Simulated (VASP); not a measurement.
Wanted: the native input for a VASP 6.6.1 run.

```
Task                   : single point
Functional             : PBE
Potentials or basis    : VASP PAW PBE potentials, release 64 (Hf_pv, O)
Cutoff                 : 520 eV
k mesh                 : 8 × 8 × 8
Occupations            : gaussian, width 0.05 eV
Spin                   : no spin polarisation
Dipole correction      : no
Further INCAR settings : ALGO = Normal; EDIFF = 1e-06; NBANDS = 18
```

The structure of HfO2 lies in POSCAR:

```
HfO2
1.0
    0.0000000000      2.5575000000      2.5575000000
    2.5575000000      0.0000000000      2.5575000000
    2.5575000000      2.5575000000      0.0000000000
Hf O
1 2
Direct
    0.0000000000      0.0000000000      0.0000000000
    0.2246033606      0.2246033606      0.2246033606
    0.7753966394      0.7753966394      0.7753966394
```

This cell differs from its parent crystal: mode 7 (554.9 1/cm) frozen in, largest displacement -0.225 Å.

The input as run:

INCAR

```
ALGO = Normal
EDIFF = 1E-6
ENCUT = 520
GGA = PE
ISIF = 2
ISMEAR = 0
LASPH = True
LCHARG = True
LELF = True
LREAL = False
LVHAR = True
LWAVE = False
NBANDS = 18
NELM = 60
PREC = Accurate
SIGMA = 0.05
```

KPOINTS

```
k-points
0
Gamma
  8 8 8
```

Potentials or basis: VASP PAW PBE potentials, release 64 (Hf_pv, O).

Launch:

```console
$ cat potpaw_PBE.64/Hf_pv/POTCAR potpaw_PBE.64/O/POTCAR > POTCAR
$ mpirun -np 1 vasp_std > vasp.out
```

Results of the run:

```yaml
Pressure: 6.8 GPa
Largest_force: 5.409 eV/Å
Band_gap_on_the_k_mesh: 3.63 eV, indirect (least direct gap 3.82 eV)
```

Caveat: the cell differs from its parent crystal (mode 7 (554.9 1/cm) frozen in, largest displacement -0.225 Å); spin-orbit coupling is left out, which moves the levels of the heavy elements; forces of over 1 eV/Å act on the atoms, so gaps and moduli don't describe the material at rest.

Run time: 22 s on 1 thread of Intel(R) Xeon(R) 6975P-C (Granite Rapids), on a shared host, peak memory 0.18 GiB.
